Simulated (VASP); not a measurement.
A run of VASP 6.6.1 is set up as follows.

The input POSCAR:

```
C
1.0
   -0.0516797269      1.7996493813      1.7996493813
    1.7996493813     -0.0516797269      1.7996493813
    1.7996493813      1.7996493813     -0.0516797269
C
2
Direct
   -0.0000596675     -0.0000596675     -0.0000596675
    0.2500596675      0.2500596675      0.2500596675
```

File INCAR.step1:

```
SYSTEM = C
PREC = Accurate ; ENCUT = 520
ISMEAR = 0 ; SIGMA = 0.01
LREAL = .FALSE. ; LASPH = .TRUE.
NELM = 60 ; NBANDS = 11
GGA = PE ; ALGO = Normal
EDIFF = 1E-4 ; LWAVE = .TRUE.
LCHARG = .FALSE.
```

INCAR.step2

```
SYSTEM = C
PREC = Accurate ; ENCUT = 520
EDIFF = 1E-6 ; ISMEAR = 0
SIGMA = 0.01 ; LREAL = .FALSE.
LASPH = .TRUE. ; NELM = 60
ALGO = Normal ; ISIF = 2
LWAVE = .FALSE. ; LCHARG = .FALSE.
METAGGA = R2SCAN ; LMIXTAU = .TRUE.
NBANDS = 11 ; ISTART = 1
```

Contents of KPOINTS:

```
regular mesh
0
G
  12 12 12
  0 0 0
```

Potentials or basis: VASP PAW PBE potentials, release 64 (C).

Run with:

```sh
$ cat potpaw_PBE.64/C/POTCAR > POTCAR
$ cp INCAR.step1 INCAR
$ mpirun -np 1 vasp_std > vasp.out
$ cp INCAR.step2 INCAR
$ mpirun -np 1 vasp_std > vasp.out
```

Problem. Predict the largest force.

Solution. 0.017 eV/Å.

Problem. Predict the band gap on the k mesh.

Solution. 4.11 eV, indirect (least direct gap 5.22 eV).

Forces on the atoms (eV/Å):
```
C   -0.010 -0.010 -0.010
C    0.010  0.010  0.010
```

Caveat: the cell differs from its parent crystal (epitaxial 111 strain +4.0%); the PAW data sets were made with another functional, which shifts forces and pressure a little. A k mesh can miss the band edges.
